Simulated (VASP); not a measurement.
# AlN (Fm-3m) in VASP: notebook

The runs below take AlN through single point, relaxation of cell and atoms, with PBE.

The COD entry that gives the cell may itself be a prediction, so a difference from it is no test against experiment.

Everything below comes from runs of VASP 6.6.1. Logs are shortened: lines on timing, memory, paths and dates and some standing lists are left out, and cuts for length are marked.

### Step 1. The cell of the first run

It takes space group Fm-3m (No. 225, cubic). Conventional cell: a = 4.070 Å, b = 4.070 Å, c = 4.070 Å, α = 90.00°, β = 90.00°, γ = 90.00°. Within 2.7 Å of Al (site symmetry m-3m) lie 6 N at 2.04 Å. Within 2.7 Å of N (site symmetry m-3m) lie 6 Al at 2.04 Å.

### Step 2. Single point, PBE

INCAR reads:

```
SYSTEM = AlN
ALGO = Normal
EDIFF = 1E-6
ENCUT = 520
GGA = PE
ISIF = 2
ISMEAR = 0
LASPH = .True.
LCHARG = .True.
LELF = .True.
LREAL = .False.
LVHAR = .True.
LWAVE = .False.
NBANDS = 11
NELM = 60
PREC = Accurate
SIGMA = 0.02
```

KPOINTS reads:

```
k-points
0
Gamma
  10 10 10
  0 0 0
```

POSCAR reads:

```
AlN
1.0
    0.0000000000      2.0351341492      2.0351341492
    2.0351341492      0.0000000000      2.0351341492
    2.0351341492      2.0351341492      0.0000000000
Al N
1 1
Direct
    0.0000000000      0.0000000000      0.0000000000
    0.5000000000      0.5000000000      0.5000000000
```

Potentials or basis: VASP PAW PBE potentials, release 64 (Al, N).

The run is started by

```bash
cat potpaw_PBE.64/Al/POTCAR potpaw_PBE.64/N/POTCAR > POTCAR
mpirun -np 1 vasp_std > vasp.out
```

OUTCAR:

```text
SYSTEM = AlN
   EDIFF = 1E-6
   ENCUT = 520
   GGA = PE
   ISIF = 2
   ISMEAR = 0
   LASPH = .True.
   LREAL = .False.
   NELM = 60
   PREC = Accurate

 ion  position               nearest neighbor table
   1  0.000  0.000  0.000-   2 2.04   2 2.04   2 2.04   2 2.04   2 2.04   2 2.04
   2  0.500  0.500  0.500-   1 2.04   1 2.04   1 2.04   1 2.04   1 2.04   1 2.04

  LATTYP: Found a face centered cubic cell.
 ALAT       =     4.0702682984

  Lattice vectors:

 A1 = (   0.0000000000,   2.0351341492,   2.0351341492)
 A2 = (   2.0351341492,   0.0000000000,   2.0351341492)
 A3 = (   2.0351341492,   2.0351341492,   0.0000000000)

Analysis of symmetry for initial positions (statically):
=====================================================================
 Subroutine PRICEL returns:
 Original cell was already a primitive cell.

 Routine SETGRP: Setting up the symmetry group for a
 face centered cubic supercell.

 Subroutine GETGRP returns: Found 48 space group operations
 (whereof 48 operations were pure point group operations)
 out of a pool of 48 trial point group operations.

The static configuration has the point symmetry O_h .

Analysis of symmetry for dynamics (positions and initial velocities):
=====================================================================
 Subroutine PRICEL returns:
 Original cell was already a primitive cell.

 Routine SETGRP: Setting up the symmetry group for a
 face centered cubic supercell.

 Subroutine GETGRP returns: Found 48 space group operations
 (whereof 48 operations were pure point group operations)
 out of a pool of 48 trial point group operations.

The dynamic configuration has the point symmetry O_h .

 Subroutine INISYM returns: Found 48 space group operations
 (whereof 48 operations are pure point group operations),
 and found     1 'primitive' translations

----------------------------------------------------------------------------------------

                                     Primitive cell

  volume of cell :      16.8581

  direct lattice vectors                    reciprocal lattice vectors
     0.000000000  2.035134149  2.035134149    -0.245684050  0.245684050  0.245684050
     2.035134149  0.000000000  2.035134149     0.245684050 -0.245684050  0.245684050
     2.035134149  2.035134149  0.000000000     0.245684050  0.245684050 -0.245684050

  length of vectors
     2.878114315  2.878114315  2.878114315     0.425537257  0.425537257  0.425537257

  position of ions in fractional coordinates (direct lattice)
     0.000000000  0.000000000  0.000000000
     0.500000000  0.500000000  0.500000000

  ion indices of the primitive-cell ions
   primitive index   ion index
                 1           1
                 2           2

----------------------------------------------------------------------------------------

 KPOINTS: k-points

Automatic generation of k-mesh.
 Grid dimensions read from file:
 generate k-points for:   10   10   10

 Generating k-lattice:

  Cartesian coordinates                     Fractional coordinates (reciprocal lattice)
    -0.024568405  0.024568405  0.024568405     0.100000000  0.000000000  0.000000000
     0.024568405 -0.024568405  0.024568405     0.000000000  0.100000000  0.000000000
     0.024568405  0.024568405 -0.024568405     0.000000000  0.000000000  0.100000000

  Length of vectors
     0.042553726  0.042553726  0.042553726

  Shift w.r.t. Gamma in fractional coordinates (k-lattice)
     0.000000000  0.000000000  0.000000000

 Subroutine IBZKPT returns following result:
 ===========================================

 Found     47 irreducible k-points:

 Following reciprocal coordinates:
            Coordinates               Weight
  0.000000  0.000000  0.000000      1.000000
  0.100000  0.000000  0.000000      8.000000
  0.200000  0.000000  0.000000      8.000000
  0.300000  0.000000  0.000000      8.000000
  0.400000  0.000000  0.000000      8.000000
  0.500000  0.000000  0.000000      4.000000
[... 16 lines left out ...]
  0.300000  0.300000  0.000000      6.000000
  0.400000  0.300000  0.000000     24.000000
 [... further k-points ...]
   k-points           NKPTS =     47   k-points in BZ     NKDIM =     47   number of bands    NBANDS=     11
   number of dos      NEDOS =    301   number of ions     NIONS =      2
   total plane-waves  NPLWV =  13824
   dimension x,y,z NGX =    24 NGY =   24 NGZ =   24
   dimension x,y,z NGXF=    48 NGYF=   48 NGZF=   48
   ions per type =               1   1
   NGX,Y,Z   is equivalent  to a cutoff of  13.86, 13.86, 13.86 a.u.
   NGXF,Y,Z  is equivalent  to a cutoff of  27.73, 27.73, 27.73 a.u.
 SYSTEM =  AlN
   PREC   = accura    normal or accurate (medium, high low for compatibility)
   ISTART =      0    job   : 0-new  1-cont  2-samecut
   ICHARG =      2    charge: 1-file 2-atom 10-const
   ISPIN  =      1    spin polarized calculation?
   LNONCOLLINEAR =      F non collinear calculations
   LSORBIT =      F    spin-orbit coupling
   LASPH  =      T    aspherical Exc in radial PAW
   ENCUT  =  520.0 eV  38.22 Ry    6.18 a.u.   5.35  5.35  5.35*2*pi/ulx,y,z
   NELM   =     60;   NELMIN=  2; NELMDL= -5     # of ELM steps
   EDIFF  = 0.1E-05   stopping-criterion for ELM
   LREAL  =      F    real-space projection
   EDIFFG = 0.1E-04   stopping-criterion for IOM
   NSW    =      0    number of steps for IOM
   IBRION =     -1    ionic relax: 0-MD 1-quasi-New 2-CG
   NFREE  =      0    steps in history (QN), initial steepest desc. (CG)
   ISIF   =      2    stress and relaxation
   ISYM   =      2    0-nonsym 1-usesym 2-fastsym
   POTIM  = 0.5000    time-step for ionic-motion
   TEBEG  =    0.0;   TEEND  =   0.0 temperature during run
   PSTRESS=    0.0 pullay stress
   NELECT =       8.0000    total number of electrons
   NUPDOWN=      -1.0000    fix difference up-down
   EMIN   =  10.00;   EMAX   =-10.00  energy-range for DOS
   EFERMI =   0.00;   METHOD = LEGACY
   ISMEAR =     0;   SIGMA  =   0.02  broadening in eV -4-tet -1-fermi 0-gaus
   EFERMI_NEDOS =   21; number of points for ismear=-14 and -15
   IALGO  =     38    algorithm
   IMIX   =      4    mixing-type and parameters
     AMIX     =   0.40;   BMIX     =  1.00
     AMIX_MAG =   1.60;   BMIX_MAG =  1.00
  volume/ion in A,a.u.               =       8.43        56.88
  Fermi-wavevector in a.u.,A,eV,Ry     =   1.276934  2.413055 22.185122  1.630560
  Thomas-Fermi vector in A             =   2.409562
   LORBIT       =      0    0 simple, 1 ext, 2 COOP (PROOUT), +10 PAW based schemes
   GGA     = PE    functional components
   LHFCALC =     F    Hartree Fock is set to
   AEXX    =    0.0000 exact exchange contribution
   IVDW    =     0    specifies the selected vdW correction
   LEPSILON=     F    determine dielectric tensor
   LRPA    =     F    only Hartree local field effects (RPA)
 non-spin polarized calculation
 Gauss-broadening in eV      SIGMA  =   0.02
  energy-cutoff  :      520.00
  volume of cell :       16.86
 maximum number of plane-waves:       469
 NGX is ok and might be reduce to    24
   NGX = 11   NGY = 11   NGZ = 11

 number of electron       8.0000000 magnetization

 Free energy of the ion-electron system (eV)
  ---------------------------------------------------
  ext. energy  EPLUGINS =         0.00000000
  ---------------------------------------------------
  free energy    TOTEN  =       -14.54590904 eV

  energy without entropy =      -14.54590904  energy(sigma->0) =      -14.54590904

 E-fermi :   9.8689     XC(G=0): -12.1922

 val. band max:        9.7062683062   @ k =   0.0000   0.0000   0.0000
 cond. band min:      14.1212761871   @ k =   0.5000   0.5000   0.0000
 fundamental gap:      4.4150078809
 Fermi energy:         9.8689391578

 k-point     1 :       0.0000    0.0000    0.0000
  band No.  band energies     occupation
      1      -7.6662      2.00000
      2       9.7063      2.00000
      3       9.7063      2.00000
      4       9.7063      2.00000
      5      15.0997      0.00000
      6      21.8088      0.00000
      7      21.8088      0.00000
      8      21.8088      0.00000
      9      26.8959      0.00000
     10      27.3491      0.00000
     11      27.3491      0.00000

 k-point     2 :       0.1000    0.0000    0.0000
  band No.  band energies     occupation
      1      -7.4651      2.00000
      2       8.6888      2.00000
      3       9.5884      2.00000
      4       9.5884      2.00000
      5      15.7409      0.00000
      6      20.9043      0.00000
      7      22.0964      0.00000
      8      22.0964      0.00000
      9      25.7180      0.00000
     10      25.7180      0.00000
     11      27.6901      0.00000

 k-point     3 :       0.2000    0.0000    0.0000
  band No.  band energies     occupation
      1      -6.8801      2.00000
      2       6.5701      2.00000
      3       9.3022      2.00000
      4       9.3022      2.00000
      5      16.4349      0.00000
      6      20.3538      0.00000
      7      22.2251      0.00000
      8      22.2251      0.00000
      9      25.1641      0.00000
     10      25.1641      0.00000
     11      26.9996      0.00000

 k-point     4 :       0.3000    0.0000    0.0000
  band No.  band energies     occupation
      1      -5.9852      2.00000
      2       4.2795      2.00000
      3       8.9846      2.00000
      4       8.9846      2.00000
      5      16.2283      0.00000
      6      21.2169      0.00000
      7      21.4584      0.00000
      8      21.4584      0.00000
      9      26.1932      0.00000
     10      26.6590      0.00000
     11      26.6590      0.00000

 k-point     5 :       0.4000    0.0000    0.0000
  band No.  band energies     occupation
      1      -4.9952      2.00000
      2       2.3620      2.00000
      3       8.7509      2.00000
      4       8.7509      2.00000
      5      15.8571      0.00000
      6      20.7853      0.00000
      7      20.7853      0.00000
      8      22.2920      0.00000
      9      25.6981      0.00000
     10      28.8544      0.00000
     11      28.8544      0.00000
[... 211 lines left out ...]
 k-point    21 :      -0.3000    0.2000    0.0000
  band No.  band energies     occupation
      1      -4.7882      2.00000
      2       3.4256      2.00000
      3       6.1161      2.00000
      4       8.6180      2.00000
      5      17.7836      0.00000
      6      19.4326      0.00000
      7      20.9547      0.00000
      8      21.8413      0.00000
      9      26.6032      0.00000
     10      28.7239      0.00000
     11      30.2133      0.00000

 k-point    22 :      -0.2000    0.2000    0.0000
  band No.  band energies     occupation
      1      -5.6958      2.00000
      2       4.8008      2.00000
      3       6.8315      2.00000
      4       9.0500      2.00000
      5      18.1648      0.00000
      6      19.6292      0.00000
      7      20.3197      0.00000
      8      22.0482      0.00000
      9      24.6401      0.00000
     10      28.6301      0.00000
     11      29.9067      0.00000

 k-point    23 :       0.3000    0.3000    0.0000
  band No.  band energies     occupation
      1      -5.4581      2.00000
      2       4.9479      2.00000
      3       7.7237      2.00000
      4       7.7237      2.00000
      5      16.3730      0.00000
      6      16.4245      0.00000
      7      21.2357      0.00000
      8      25.1088      0.00000
      9      25.1088      0.00000
     10      30.0615      0.00000
     11      33.5234      0.00000

 k-point    24 :       0.4000    0.3000    0.0000
  band No.  band energies     occupation
      1      -4.7207      2.00000
      2       3.9384      2.00000
      3       6.9642      2.00000
      4       7.4711      2.00000
      5      15.7124      0.00000
      6      16.5763      0.00000
      7      21.6904      0.00000
      8      25.0641      0.00000
      9      25.8021      0.00000
     10      31.3190      0.00000
     11      34.2030      0.00000

 [... further k-points ...]

------------------------ aborting loop because EDIFF is reached ----------------------------------------

  FORCE on cell =-STRESS in cart. coord.  units (eV):
  Direction    XX          YY          ZZ          XY          YZ          ZX
  --------------------------------------------------------------------------------------
  -------------------------------------------------------------------------------------
  Total       -0.0232049     -0.0232049     -0.0232049      0.0000000      0.0000000     -0.0000000
  in kB       -2.2053707     -2.2053707     -2.2053707      0.0000000      0.0000000     -0.0000000
  external PRESSURE =      -2.2053707 kB  Pullay stress =       0.0000000 kB

 VOLUME and BASIS-vectors are now :
 -----------------------------------------------------------------------------
  energy-cutoff  :      520.00
  volume of cell :       16.86
      direct lattice vectors                 reciprocal lattice vectors
     0.000000000  2.035134149  2.035134149    -0.245684050  0.245684050  0.245684050
     2.035134149  0.000000000  2.035134149     0.245684050 -0.245684050  0.245684050
     2.035134149  2.035134149  0.000000000     0.245684050  0.245684050 -0.245684050

 POSITION                                       TOTAL-FORCE (eV/Angst)
 -----------------------------------------------------------------------------------
      0.00000      0.00000      0.00000        -0.000000      0.000000     -0.000000
      2.03513      2.03513      2.03513         0.000000     -0.000000      0.000000
 -----------------------------------------------------------------------------------
    total drift:                               -0.000000     -0.000000      0.000000

  FREE ENERGIE OF THE ION-ELECTRON SYSTEM (eV)
  ---------------------------------------------------
  free  energy   TOTEN  =       -14.5459090438 eV

  energy  without entropy=      -14.5459090438  energy(sigma->0) =      -14.54590904
```

Run time: 5.6 s. Hardware: 1 thread of Intel Xeon Platinum 8488C (Sapphire Rapids), shared host; peak memory 0.13 GiB.

Results:

```yaml
Free_energy: -14.5459 eV
Pressure: -0.2 GPa
Band_gap_on_the_k_mesh: 4.42 eV, indirect (least direct gap 5.39 eV)
```

### Step 3. Relaxation of cell and atoms, PBE

INCAR reads:

```
SYSTEM = AlN
ALGO = Normal
EDIFF = 1E-6
EDIFFG = -0.02
ENCUT = 600
GGA = PE
IBRION = 2
ISIF = 3
ISMEAR = 0
LASPH = .True.
LCHARG = .False.
LREAL = .False.
LWAVE = .False.
NELM = 60
NSW = 70
PREC = Accurate
SIGMA = 0.02
```

KPOINTS is that of step 2.

POSCAR is that of step 2.

Potentials or basis: VASP PAW PBE potentials, release 64 (Al, N).

The run is started by

```bash
cat potpaw_PBE.64/Al/POTCAR potpaw_PBE.64/N/POTCAR > POTCAR
mpirun -np 1 vasp_std > vasp.out
```

Wall time 4.8 s (1 thread of Intel Xeon Platinum 8488C (Sapphire Rapids), shared host); peak memory 0.13 GiB.

The run converged. Its results:

```yaml
Free_energy: -14.5477 eV
Pressure_after_relaxing: -0.4 GPa
Band_gap_on_the_k_mesh: 4.42 eV, indirect (least direct gap 5.39 eV)
```

Final structure:
```
CELL_PARAMETERS angstrom
0.00000 2.03513 2.03513
2.03513 0.00000 2.03513
2.03513 2.03513 0.00000
ATOMIC_POSITIONS crystal
Al 0.00000 0.00000 0.00000
N 0.50000 0.50000 0.50000
```

Levels at points of the mesh, in eV from the valence-band top:
| k point | band 2 | band 3 | band 4 | band 5 | band 6 | band 7 |
| --- | --- | --- | --- | --- | --- | --- |
| (0.00, 0.00, 0.00) | 0.00 | 0.00 | 0.00 | 5.39 | 12.10 | 12.10 |
| (0.50, 0.00, 0.00) | -8.18 | -1.04 | -1.04 | 6.01 | 10.84 | 10.84 |
| (0.50, 0.50, 0.00) | -7.25 | -2.75 | -2.75 | 4.41 | 5.34 | 13.81 |

Caveat: the relaxation stopped at its first step, so nothing moved. A k mesh can miss the band edges.
